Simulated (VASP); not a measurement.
Wanted: the native input for a VASP 6.6.1 run.

* Task: single point
* Functional: PBE
* Potentials or basis: VASP PAW PBE potentials, release 64 (Hf_pv)
* Cutoff: 500 eV
* k mesh: 7 × 7 × 4
* Occupations: fermi-dirac, width 0.0754 eV
* Spin: no spin polarisation
* Dipole correction: no
* Further INCAR settings: ALGO = Normal; EDIFF = 1e-06; NBANDS = 17

The structure of Hf lies in POSCAR:

```
Hf
1.0
    1.5749050000      2.7278130000      0.0000000000
   -1.5749050000      2.7278130000      0.0000000000
    0.0000000000      0.0000000000      5.1432510000
Hf
2
Direct
    0.3333300000      0.3333400000      0.2500000000
    0.6666600000      0.6666700000      0.7500000000
```

These files were run (other wordings do the same):

INCAR

```
ALGO = Normal ; EDIFF = 1E-6
ENCUT = 500 ; GGA = PE
GGA_COMPAT = F ; ISIF = 2
ISMEAR = -1 ; LASPH = T
LCHARG = T ; LELF = T
LREAL = F ; LVHAR = T
LWAVE = F ; NBANDS = 17
NELM = 120 ; PREC = Accurate
SIGMA = 0.0754
```

KPOINTS

```
k-points
0
Gamma
  7 7 4
```

Potentials or basis: VASP PAW PBE potentials, release 64 (Hf_pv).

Run with:

```console
$ cat potpaw_PBE.64/Hf_pv/POTCAR > POTCAR
$ mpirun -np 1 vasp_std > vasp.out
```

It gave:

```
Pressure               : 1.9 GPa
Band gap on the k mesh : zero (band 10 reaches 6.17 eV, above the bottom of band 11 at 4.81 eV)
```

Caveat: spin-orbit coupling is left out, which moves the levels of the heavy elements.

Wall time 71 s on 1 thread of AMD EPYC 7R13, with other jobs on the host, peak memory 0.14 GiB.
